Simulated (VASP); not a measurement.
Here is a VASP 6.6.1 calculation.

The input INCAR:

```
SYSTEM = SiC
PREC = Accurate
ENCUT = 600
EDIFF = 1E-6
ISMEAR = 0
SIGMA = 0.02
LREAL = .False.
LASPH = .True.
NELM = 80
ALGO = Normal
ISIF = 3
LWAVE = .False.
LCHARG = .False.
IBRION = 2
NSW = 70
EDIFFG = -0.005
```

Contents of KPOINTS:

```
regular mesh
0
Gamma
  12 12 6
  0 0 0
```

File POSCAR:

```
SiC
1.0
    3.0919379459      0.0000000000      0.0000000000
   -1.5459689730      2.6776968081      0.0000000000
    0.0000000000      0.0000000000      5.0742918075
Si C
2 2
Direct
    0.6666666667      0.3333333333     -0.0004183979
    0.3333333333      0.6666666667      0.4995816021
    0.6666666667      0.3333333333      0.3754183979
    0.3333333333      0.6666666667      0.8754183979
```

Potentials or basis: VASP PAW LDA potentials, release 64 (Si, C).

Launch:

```sh
$ cat potpaw_LDA.64/Si/POTCAR potpaw_LDA.64/C/POTCAR > POTCAR
$ mpirun -np 1 vasp_std > vasp.out
```

Q: Estimate the space group after relaxing (to 0.05 Å).

A: P6_3mc (No. 186).

Q: Estimate the relaxed cell.

A: a = 3.057 Å, b = 3.057 Å, c = 5.018 Å, α = 90.00°, β = 90.00°, γ = 120.00°.

The path:
| step | energy change (eV) | largest force (eV/Å) | pressure (GPa) | volume (Å³) |
| --- | --- | --- | --- | --- |
| 1 | 0.0000 | 0.0032 | -7.24 | 42.01 |
| 2 | 0.0058 | 0.0224 | 8.80 | 39.19 |
| 3 | -0.0323 | 0.0081 | -0.05 | 40.63 |
| 4 | -0.0323 | 0.0083 | 0.10 | 40.60 |
| 5 | -0.0323 | 0.0099 | -0.09 | 40.63 |
| 6 | -0.0323 | 0.0006 | 0.01 | 40.62 |

LDA usually gives volumes a few per cent too small. Zero-point motion and thermal expansion aren't in these numbers.
